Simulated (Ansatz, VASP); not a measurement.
**Hf2TaN4: VASP beside Ansatz**

```
Hf Ta N
1.0
     0.00000    4.48913    4.48913
     4.48913    0.00000    4.48913
     4.48913    4.48913    0.00000
Hf Ta N
4 2 8
Direct
  0.12500 0.62500 0.12500
  0.62500 0.12500 0.12500
  0.12500 0.12500 0.62500
  0.12500 0.12500 0.12500
  0.50000 0.50000 0.50000
  0.75000 0.75000 0.75000
  0.88386 0.37205 0.37205
  0.37205 0.88386 0.37205
  0.37205 0.37205 0.88386
  0.37205 0.37205 0.37205
  0.87795 0.36614 0.87795
  0.36614 0.87795 0.87795
  0.87795 0.87795 0.36614
  0.87795 0.87795 0.87795
```

Alike in both runs: functional PBE; k mesh 3 × 3 × 3; occupations gaussian, width 0.15 eV; no spin polarisation.

Ansatz relaxed the structure, and its values are those at the end. VASP's run is a single point on that final structure, the one shown.

```csv
,VASP,Ansatz
version,VASP 6.6.1,Ansatz 0.2.0
potentials or method,"VASP PAW PBE potentials, release 64 (Hf_pv, Ta_pv, N), cutoff 520 eV","scalar-relativistic, plane waves, PAW"
valence electrons in the cell,102,170
```

VASP gave:

```
gap on the k mesh at the Fermi level (eV) : none
pressure (GPa)                            : -1.1
rms of the force components (eV/Å)        : 0.081
```

Which values does Ansatz return?

gap on the k mesh at the Fermi level (eV): none; pressure (GPa): -0.1; rms of the force components (eV/Å): 0.002.

A gap of «none» marks a metal or a gap that the smearing closes. VASP's potentials hold 102 valence electrons a cell and Ansatz's 170, so a difference there can come from the potentials and not from the codes.

The k mesh is coarse, so the values compare programs but aren't converged. Neither program's run includes spin-orbit coupling.
